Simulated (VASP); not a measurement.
Crystal: Pb3W.

```
Pb W
1.0
     6.81724    0.00000    0.00000
    -3.40862    5.90390    0.00000
     0.00000    0.00000    5.47189
Pb W
6 2
Direct
  0.83300 0.66600 0.25000
  0.16700 0.83300 0.75000
  0.33400 0.16700 0.25000
  0.16700 0.33400 0.75000
  0.83300 0.16700 0.25000
  0.66600 0.83300 0.75000
  0.33333 0.66667 0.25000
  0.66667 0.33333 0.75000
```

| Quantity | Value |
| --- | --- |
| Program | VASP 6.6.1 |
| Task | relaxation of cell and atoms |
| Functional | PBE |
| Potentials or basis | VASP PAW PBE potentials, release 64 (Pb_d, W_sv) |
| Cutoff | 600 eV |
| k mesh | 3 × 3 × 4 |
| Occupations | gaussian, width 0.1 eV |
| Spin | no spin polarisation |

At the start: pressure -4.1 GPa; volume 27.53 Å³/atom.

**Question.** Where does the relaxation end?

**Answer.** Over 10 steps the energy falls by 66.8 meV/atom and the volume is 25.82 Å³/atom (-6.2 %); space group P6_3/mmc (No. 194, to 0.1 Å) before and after.

Step by step:
```
step  energy change (eV)  largest force (eV/Å)  pressure (GPa)  volume (Å³)
   1              0.0000                1.0083           -4.08       220.23
   2             -0.3893                0.5221            2.44       198.64
   3             -0.3999                0.6136            1.35       201.35
   4             -0.5012                0.1531            0.65       203.81
   5             -0.5113                0.0323            0.43       204.87
   6             -0.5274                0.0407           -0.30       207.19
   7             -0.5283                0.0618           -0.51       207.87
   8             -0.5334                0.0552            0.13       206.27
   9             -0.5336                0.0604            0.05       206.50
  10             -0.5344                0.0164            0.04       206.59
```

Final structure:
```yaml
crystal:
  lattice:
    - [6.73250, 0.00000, 0.00000]
    - [-3.36625, 5.83052, 0.00000]
    - [0.00000, 0.00000, 5.26297]
  atoms:
    - { symbol: Pb, position: [0.82406, 0.64811, 0.25000] }
    - { symbol: Pb, position: [0.17594, 0.82406, 0.75000] }
    - { symbol: Pb, position: [0.35189, 0.17594, 0.25000] }
    - { symbol: Pb, position: [0.17594, 0.35189, 0.75000] }
    - { symbol: Pb, position: [0.82406, 0.17594, 0.25000] }
    - { symbol: Pb, position: [0.64811, 0.82406, 0.75000] }
    - { symbol: W, position: [0.33333, 0.66667, 0.25000] }
    - { symbol: W, position: [0.66667, 0.33333, 0.75000] }
```
